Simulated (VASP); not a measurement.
# Al (P6_3/mmc) in VASP: a series of runs

The runs below take Al through single point, with PBEsol+D3(BJ).

Everything below comes from runs of VASP 6.6.1. Logs are shortened: lines on timing, memory, paths and dates and some standing lists are left out, and cuts for length are marked.

## Step 1: The cell of the first run

Symmetry: P6_3/mmc, No. 194, hexagonal system. The conventional cell has a = 2.801 Å, b = 2.801 Å, c = 9.193 Å, α = 90.00°, β = 90.00°, γ = 120.00°. Within 3.7 Å of Al (site symmetry -3m) lie 12 Al at 2.80 to 2.81 Å. Within 3.7 Å of Al (site symmetry -6m2) lie 12 Al at 2.80 to 2.81 Å.

This isn't the form of Al at room conditions, which is fcc.

## Step 2: Single point, PBEsol+D3(BJ)

Input file INCAR:

```
SYSTEM = Al
PREC = Accurate ; ENCUT = 520
EDIFF = 1E-6 ; ISMEAR = 0
SIGMA = 0.1 ; LREAL = .False.
LASPH = .True. ; NELM = 60
ALGO = Fast ; ISIF = 2
LWAVE = .False. ; LCHARG = .True.
GGA = PS ; IVDW = 12
LELF = .True. ; LVHAR = .True.
NBANDS = 14
```

Input file KPOINTS:

```
Automatic mesh
0
Gamma
  18 18 6
  0 0 0
```

Input file POSCAR:

```
Al
1.0
    2.8011182722      0.0000000000      0.0000000000
   -1.4005591361      2.4258395828      0.0000000000
    0.0000000000      0.0000000000      9.1928282144
Al
4
Direct
    0.0000000000      0.0000000000      0.0000000000
    0.3333333333      0.6666666667      0.2500000000
    0.0000000000      0.0000000000      0.5000000000
    0.6666666667      0.3333333333      0.7500000000
```

Potentials or basis: VASP PAW PBE potentials, release 64 (Al).

On the command line:

```
$ cat potpaw_PBE.64/Al/POTCAR > POTCAR
$ mpirun -np 1 vasp_std > vasp.out
```

OUTCAR:

```text
SYSTEM = Al
   PREC = Accurate
   ENCUT = 520
   EDIFF = 1E-6
   ISMEAR = 0
   LREAL = .False.
   LASPH = .True.
   NELM = 60
   ISIF = 2
   GGA = PS
   IVDW = 12
 IVDW          = 12

 ion  position               nearest neighbor table
   1  0.000  0.000  0.000-   2 2.81   4 2.81   4 2.81   2 2.81   4 2.81   2 2.81
   2  0.333  0.667  0.250-   1 2.81   3 2.81   1 2.81   3 2.81   1 2.81   3 2.81
   3  0.000  0.000  0.500-   2 2.81   4 2.81   4 2.81   2 2.81   4 2.81   2 2.81
   4  0.667  0.333  0.750-   1 2.81   3 2.81   1 2.81   3 2.81   1 2.81   3 2.81

  LATTYP: Found a hexagonal cell.
 ALAT       =     2.8011182722
 C/A-ratio  =     3.2818422220

  Lattice vectors:

 A1 = (   2.8011182722,   0.0000000000,   0.0000000000)
 A2 = (  -1.4005591361,   2.4258395828,   0.0000000000)
 A3 = (   0.0000000000,   0.0000000000,   9.1928282144)

Analysis of symmetry for initial positions (statically):
=====================================================================
 Subroutine PRICEL returns:
 Original cell was already a primitive cell.

 Routine SETGRP: Setting up the symmetry group for a
 hexagonal supercell.

 Subroutine GETGRP returns: Found 24 space group operations
 (whereof 12 operations were pure point group operations)
 out of a pool of 24 trial point group operations.

The static configuration has the point symmetry D_3d.
 The point group associated with its full space group is D_6h.

Analysis of symmetry for dynamics (positions and initial velocities):
=====================================================================
 Subroutine PRICEL returns:
 Original cell was already a primitive cell.

 Routine SETGRP: Setting up the symmetry group for a
 hexagonal supercell.

 Subroutine GETGRP returns: Found 24 space group operations
 (whereof 12 operations were pure point group operations)
 out of a pool of 24 trial point group operations.

The dynamic configuration has the point symmetry D_3d.
 The point group associated with its full space group is D_6h.

 Subroutine INISYM returns: Found 24 space group operations
 (whereof 12 operations are pure point group operations),
 and found     1 'primitive' translations

----------------------------------------------------------------------------------------

                                     Primitive cell

  volume of cell :      62.4659

  direct lattice vectors                    reciprocal lattice vectors
     2.801118272  0.000000000  0.000000000     0.357000277  0.206114206  0.000000000
    -1.400559136  2.425839583  0.000000000     0.000000000  0.412228412  0.000000000
     0.000000000  0.000000000  9.192828214     0.000000000  0.000000000  0.108780451

  length of vectors
     2.801118272  2.801118272  9.192828214     0.412228412  0.412228412  0.108780451

  position of ions in fractional coordinates (direct lattice)
     0.000000000  0.000000000  0.000000000
     0.333333333  0.666666667  0.250000000
     0.000000000  0.000000000  0.500000000
     0.666666667  0.333333333  0.750000000

  ion indices of the primitive-cell ions
   primitive index   ion index
                 1           1
                 2           2
                 3           3
                 4           4

----------------------------------------------------------------------------------------

 KPOINTS: Automatic mesh

Automatic generation of k-mesh.
 Grid dimensions read from file:
 generate k-points for:   18   18    6

 Generating k-lattice:

  Cartesian coordinates                     Fractional coordinates (reciprocal lattice)
     0.019833349  0.011450789  0.000000000     0.055555556  0.000000000  0.000000000
     0.000000000  0.022901578  0.000000000     0.000000000  0.055555556  0.000000000
     0.000000000  0.000000000  0.018130075     0.000000000  0.000000000  0.166666667

  Length of vectors
     0.022901578  0.022901578  0.018130075

  Shift w.r.t. Gamma in fractional coordinates (k-lattice)
     0.000000000  0.000000000  0.000000000

 Subroutine IBZKPT returns following result:
 ===========================================

 Found    148 irreducible k-points:

 Following reciprocal coordinates:
            Coordinates               Weight
  0.000000  0.000000  0.000000      1.000000
  0.055556 -0.000000  0.000000      6.000000
  0.111111 -0.000000  0.000000      6.000000
  0.166667 -0.000000  0.000000      6.000000
  0.222222 -0.000000  0.000000      6.000000
  0.277778 -0.000000  0.000000      6.000000
[... 16 lines left out ...]
  0.333333  0.111111  0.000000     12.000000
  0.388889  0.111111  0.000000     12.000000
 [... further k-points ...]
   k-points           NKPTS =    148   k-points in BZ     NKDIM =    148   number of bands    NBANDS=     14
   number of dos      NEDOS =    301   number of ions     NIONS =      4
   total plane-waves  NPLWV =  40320
   dimension x,y,z NGX =    24 NGY =   24 NGZ =   70
   dimension x,y,z NGXF=    48 NGYF=   48 NGZF=  140
   ions per type =               4
   NGX,Y,Z   is equivalent  to a cutoff of  14.24, 14.24, 12.66 a.u.
   NGXF,Y,Z  is equivalent  to a cutoff of  28.49, 28.49, 25.32 a.u.
 SYSTEM =  Al
   PREC   = accura    normal or accurate (medium, high low for compatibility)
   ISTART =      0    job   : 0-new  1-cont  2-samecut
   ICHARG =      2    charge: 1-file 2-atom 10-const
   ISPIN  =      1    spin polarized calculation?
   LNONCOLLINEAR =      F non collinear calculations
   LSORBIT =      F    spin-orbit coupling
   LASPH  =      T    aspherical Exc in radial PAW
   ENCUT  =  520.0 eV  38.22 Ry    6.18 a.u.   5.21  5.21 17.09*2*pi/ulx,y,z
   NELM   =     60;   NELMIN=  2; NELMDL= -5     # of ELM steps
   EDIFF  = 0.1E-05   stopping-criterion for ELM
   LREAL  =      F    real-space projection
   EDIFFG = 0.1E-04   stopping-criterion for IOM
   NSW    =      0    number of steps for IOM
   IBRION =     -1    ionic relax: 0-MD 1-quasi-New 2-CG
   NFREE  =      0    steps in history (QN), initial steepest desc. (CG)
   ISIF   =      2    stress and relaxation
   ISYM   =      2    0-nonsym 1-usesym 2-fastsym
   POTIM  = 0.5000    time-step for ionic-motion
   TEBEG  =    0.0;   TEEND  =   0.0 temperature during run
   PSTRESS=    0.0 pullay stress
   NELECT =      12.0000    total number of electrons
   NUPDOWN=      -1.0000    fix difference up-down
   EMIN   =  10.00;   EMAX   =-10.00  energy-range for DOS
   EFERMI =   0.00;   METHOD = LEGACY
   ISMEAR =     0;   SIGMA  =   0.10  broadening in eV -4-tet -1-fermi 0-gaus
   EFERMI_NEDOS =   21; number of points for ismear=-14 and -15
   IALGO  =     68    algorithm
   IMIX   =      4    mixing-type and parameters
     AMIX     =   0.40;   BMIX     =  1.00
     AMIX_MAG =   1.60;   BMIX_MAG =  1.00
  volume/ion in A,a.u.               =      15.62       105.39
  Fermi-wavevector in a.u.,A,eV,Ry     =   0.944614  1.785062 12.140418  0.892296
  Thomas-Fermi vector in A             =   2.072436
   LORBIT       =      0    0 simple, 1 ext, 2 COOP (PROOUT), +10 PAW based schemes
   GGA     = PS    functional components
   LHFCALC =     F    Hartree Fock is set to
   AEXX    =    0.0000 exact exchange contribution
   IVDW    =    12    specifies the selected vdW correction
   LEPSILON=     F    determine dielectric tensor
   LRPA    =     F    only Hartree local field effects (RPA)
 non-spin polarized calculation
 RMM-DIIS sequential band-by-band and
 Gauss-broadening in eV      SIGMA  =   0.10
  energy-cutoff  :      520.00
  volume of cell :       62.47
 maximum number of plane-waves:      1704
 NGX is ok and might be reduce to    24
   NGX = 11   NGY = 11   NGZ = 35

 number of electron      12.0000000 magnetization

 Free energy of the ion-electron system (eV)
  ---------------------------------------------------
  ext. energy  EPLUGINS =         0.00000000
  ---------------------------------------------------
  free energy    TOTEN  =       -16.29444986 eV

  energy without entropy =      -16.28674105  energy(sigma->0) =      -16.29059545

 E-fermi :   8.5210     XC(G=0): -10.4597

 val. band max:        8.5198332394   @ k =   0.3889   0.0556   0.0000
 cond. band min:       8.5224691956   @ k =   0.3889   0.1667   0.1667
 fundamental gap:      0.0026359562
 Fermi energy:         8.5210325630

 k-point     1 :       0.0000    0.0000    0.0000
  band No.  band energies     occupation
      1      -2.9818      2.00000
      2      -1.2457      2.00000
      3      -1.2386      2.00000
      4       3.6931      2.00000
      5       4.0204      2.00000
      6      11.9841      0.00000
      7      11.9957      0.00000
      8      19.6923      0.00000
      9      19.6923      0.00000
     10      19.8096      0.00000
     11      19.8096      0.00000
     12      20.7451      0.00000
     13      20.7627      0.00000
     14      20.8817      0.00000

 k-point     2 :       0.0556   -0.0000    0.0000
  band No.  band energies     occupation
      1      -2.9042      2.00000
      2      -1.1691      2.00000
      3      -1.1620      2.00000
      4       3.7647      2.00000
      5       4.0958      2.00000
      6      12.0453      0.00000
      7      12.0596      0.00000
      8      17.9985      0.00000
      9      18.6326      0.00000
     10      19.3481      0.00000
     11      19.4292      0.00000
     12      19.9414      0.00000
     13      20.0379      0.00000
     14      20.0606      0.00000
[... 343 lines left out ...]
      1       0.9918      2.00000
      2       2.6721      2.00000
      3       2.6740      2.00000
      4       6.1735      2.00000
      5       7.3056      2.00000
      6       7.6691      2.00000
      7       8.1233      2.00000
      8       8.4550      1.64940
      9      11.4331      0.00000
     10      12.5268      0.00000
     11      13.0260      0.00000
     12      13.2210      0.00000
     13      13.7658      0.00000
     14      15.9197      0.00000

 k-point    24 :       0.3889    0.1111    0.0000
  band No.  band energies     occupation
      1       2.1144      2.00000
      2       3.7588      2.00000
      3       3.7653      2.00000
      4       4.7533      2.00000
      5       6.4586      2.00000
      6       6.4762      2.00000
      7       8.5437      0.74886
      8       9.0563      0.00000
      9      10.9148      0.00000
     10      11.1145      0.00000
     11      12.2749      0.00000
     12      12.9859      0.00000
     13      13.3051      0.00000
     14      16.7653      0.00000

 [... further k-points ...]

------------------------ aborting loop because EDIFF is reached ----------------------------------------

 Edisp (eV)   -1.34298

 E8    (eV) :    -0.9044

  FORCE on cell =-STRESS in cart. coord.  units (eV):
  Direction    XX          YY          ZZ          XY          YZ          ZX
  --------------------------------------------------------------------------------------
  -------------------------------------------------------------------------------------
  Total       0.02184     0.02184     0.02599     0.00000     0.00000     0.00000
  in kB       0.56014     0.56014     0.66656     0.00000     0.00000     0.00000
  external pressure =        0.60 kB  Pullay stress =        0.00 kB

 VOLUME and BASIS-vectors are now :
 -----------------------------------------------------------------------------
  energy-cutoff  :      520.00
  volume of cell :       62.47
      direct lattice vectors                 reciprocal lattice vectors
     2.801118272  0.000000000  0.000000000     0.357000277  0.206114206  0.000000000
    -1.400559136  2.425839583  0.000000000     0.000000000  0.412228412  0.000000000
     0.000000000  0.000000000  9.192828214     0.000000000  0.000000000  0.108780451

 POSITION                                       TOTAL-FORCE (eV/Angst)
 -----------------------------------------------------------------------------------
      0.00000      0.00000      0.00000         0.000000      0.000000      0.000000
     -0.00000      1.61723      2.29821        -0.000000      0.000000      0.000000
      0.00000      0.00000      4.59641         0.000000      0.000000      0.000000
      1.40056      0.80861      6.89462         0.000000     -0.000000     -0.000000
 -----------------------------------------------------------------------------------
    total drift:                               -0.000000      0.000000      0.000000

  FREE ENERGIE OF THE ION-ELECTRON SYSTEM (eV)
  ---------------------------------------------------
  free  energy   TOTEN  =       -17.6374294949 eV

  energy  without entropy=      -17.6297206909  energy(sigma->0) =      -17.63357509
```

Run time: 3.1 min. Hardware: 1 thread of Intel Xeon 8259CL, shared host; peak memory 0.26 GiB.

Results:

- Free energy: -17.6374 eV
- Pressure: 0.1 GPa
- Band gap on the k mesh: zero (bands 6 and 7 overlap by 5.54 eV)
- Dispersion energy per atom: -0.336 eV

Caveat: the PAW data sets were made with another functional, which shifts forces and pressure a little.

## Step 3: Single point, PBEsol+D3(BJ)

This run uses another cell than the first one, of 15.90 Å³/atom.

Input file INCAR:

```
SYSTEM = Al
PREC     = Accurate       ! precision mode
ENCUT    = 520            ! plane-wave cutoff, eV
EDIFF    = 1E-6           ! SCF threshold, eV
ISMEAR   = 0              ! smearing method
SIGMA    = 0.1            ! smearing width, eV
LREAL    = .FALSE.        ! projectors in reciprocal space
LASPH    = .TRUE.         ! aspherical terms in the spheres
NELM     = 60             ! most SCF steps
ALGO     = Normal         ! electronic algorithm
ISIF     = 2              ! what is computed and relaxed
LWAVE    = .FALSE.        ! write WAVECAR
LCHARG   = .FALSE.        ! write CHGCAR
GGA      = PS             ! functional
IVDW     = 12             ! dispersion correction
NBANDS   = 14             ! bands
```

Input file KPOINTS:

```
Automatic mesh
0
G
  18 18 6
  0 0 0
```

Input file POSCAR:

```
Al
1.0
    2.8270770242      0.0000000000      0.0000000000
   -1.4135385121      2.4483205214      0.0000000000
    0.0000000000      0.0000000000      9.1859930700
Al
4
Direct
    0.0000000000      0.0000000000      0.0000000000
    0.3333333300      0.6666666700      0.2500000000
    0.0000000000      0.0000000000      0.5000000000
    0.6666666700      0.3333333300      0.7500000000
```

Potentials or basis: VASP PAW PBE potentials, release 64 (Al).

On the command line:

```
$ cat potpaw_PBE.64/Al/POTCAR > POTCAR
$ mpirun -np 1 vasp_std > vasp.out
```

Run time: 2.4 min. Hardware: 1 thread of Intel Xeon 8259CL, shared host; peak memory 0.25 GiB.

The run converged. Its results:

* Free energy: -17.6310 eV
* Pressure: -1.5 GPa
* Band gap on the k mesh: zero (bands 6 and 7 overlap by 5.64 eV)
* Dispersion energy per atom: -0.330 eV

Stress tensor (GPa, compression positive):
```
-1.81  0.00  0.00
 0.00 -1.81  0.00
 0.00  0.00 -0.89
```

Levels at points of the mesh, in eV from the Fermi level:
```
           k point  band 4  band 5  band 6  band 7  band 8  band 9
(0.00, 0.00, 0.00)   -4.71   -4.37    3.60    3.62   10.86   10.86
(0.50, 0.00, 0.00)   -3.97   -3.39   -3.31    0.82    1.26    1.43
(0.00, 0.00, 0.50)   -7.50   -0.81   -0.81    8.59    8.59   11.19
(0.50, 0.00, 0.50)   -4.92   -1.89   -1.89   -1.22   -1.22    4.74
```

Caveat: the PAW data sets were made with another functional, which shifts forces and pressure a little.

(Part 1 of 2 ends here.)

The gap in the log of VASP goes by the Fermi energy; the results here count the filled bands.